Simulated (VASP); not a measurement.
Write the native input for VASP 6.6.1 that does the following.

```
Task                   : single point
Functional             : PBEsol
Potentials or basis    : VASP PAW PBE potentials, release 64 (Nd, H)
Cutoff                 : 520 eV
k mesh                 : 8 × 8 × 8
Occupations            : fermi-dirac, width 0.05 eV
Spin                   : collinear spin, ferromagnetic start
Starting moments       : [3.0, 0.0, 0.0] μB
Dipole correction      : no
Further INCAR settings : ALGO = Normal; EDIFF = 1e-07; NBANDS = 19
```

The structure of NdH2 lies in POSCAR:

```
NdH2
1.0
    0.0000000000      2.7350000000      2.7350000000
    2.7350000000      0.0000000000      2.7350000000
    2.7350000000      2.7350000000      0.0000000000
Nd H
1 2
Direct
    0.0000000000      0.0000000000      0.0000000000
    0.7500000000      0.7500000000      0.7500000000
    0.2500000000      0.2500000000      0.2500000000
```

The input as run:

INCAR

```
SYSTEM = NdH2
PREC     = Accurate       ! precision mode
ENCUT    = 520            ! plane-wave cutoff, eV
EDIFF    = 1E-7           ! SCF threshold, eV
ISMEAR   = -1             ! smearing method
SIGMA    = 0.05           ! smearing width, eV
LREAL    = .FALSE.        ! projectors in reciprocal space
LASPH    = .TRUE.         ! aspherical terms in the spheres
NELM     = 150            ! most SCF steps
ALGO     = Normal         ! electronic algorithm
ISIF     = 2              ! what is computed and relaxed
LWAVE    = .FALSE.        ! write WAVECAR
LCHARG   = .FALSE.        ! write CHGCAR
ISPIN    = 2              ! spin polarisation
MAGMOM   = 3 0 0          ! initial moments
LORBIT   = 11             ! projections on sites
LMAXMIX  = 6              ! l up to which the mixer works
GGA      = PS             ! functional
NBANDS   = 19             ! bands
```

KPOINTS

```
Automatic mesh
0
G
  8 8 8
  0 0 0
```

Potentials or basis: VASP PAW PBE potentials, release 64 (Nd, H).

Run with:

```console
$ cat potpaw_PBE.64/Nd/POTCAR potpaw_PBE.64/H/POTCAR > POTCAR
$ mpirun -np 1 vasp_std > vasp.out
```

Results of the run:

```
Pressure                                              : -1.3 GPa
Net moment                                            : 3.77 μB per cell
Site moments                                          : Nd +3.17; H -0.02 μB
Valence electrons inside the program's atomic spheres : Nd 11.10; H 0.54
```

Caveat: the magnetic or orbital state may not be the lowest; the PAW data sets were made with another functional, which shifts forces and pressure a little.

It took 100 s on 1 thread of Intel(R) Xeon(R) Platinum 8259CL CPU @ 2.50GHz (Skylake/Cascade Lake) (shared host), peak memory 0.21 GiB.
